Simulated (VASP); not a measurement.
Write the native input for VASP 6.6.1 that does the following.

- Task: single point
- Functional: PBE
- Potentials or basis: VASP PAW PBE potentials, release 64 (K_sv, F)
- Cutoff: 520 eV
- k mesh: 8 × 8 × 8
- Occupations: gaussian, width 0.05 eV
- Spin: no spin polarisation
- Dipole correction: no
- Further INCAR settings: ALGO = Normal; EDIFF = 1e-06; NBANDS = 15

The structure of KF lies in POSCAR:

```
KF
1.0
    0.0000000000      2.7105354767      2.7105354767
    2.8528385892      0.0000000000      2.7105354767
    2.8528385892      2.7105354767      0.0000000000
K F
1 1
Direct
    0.0000000000      0.0000000000      0.0000000000
    0.5000000000      0.5000000000      0.5000000000
```

This cell differs from its parent crystal: normal strain along x +0.0525, normal strain along z +0.0000.

The input as run:

INCAR

```
SYSTEM = KF
PREC = Accurate
ENCUT = 520
EDIFF = 1E-6
ISMEAR = 0
SIGMA = 0.05
LREAL = .FALSE.
LASPH = .TRUE.
NELM = 60
ALGO = Normal
ISIF = 2
LWAVE = .FALSE.
LCHARG = .FALSE.
GGA = PE
NBANDS = 15
```

KPOINTS

```
regular mesh
0
G
  8 8 8
  0 0 0
```

Potentials or basis: VASP PAW PBE potentials, release 64 (K_sv, F).

Launch:

```bash
$ cat potpaw_PBE.64/K_sv/POTCAR potpaw_PBE.64/F/POTCAR > POTCAR
$ mpirun -np 1 vasp_std > vasp.out
```

Results of the run:

```
Pressure               : -1.2 GPa
Band gap on the k mesh : 5.67 eV
```

Caveat: the cell differs from its parent crystal (normal strain along x +0.0525, normal strain along z +0.0000).

Wall time 16 s on 1 thread of AMD EPYC 9R45 96-Core Processor (Zen 5) (shared host), peak memory 0.16 GiB.
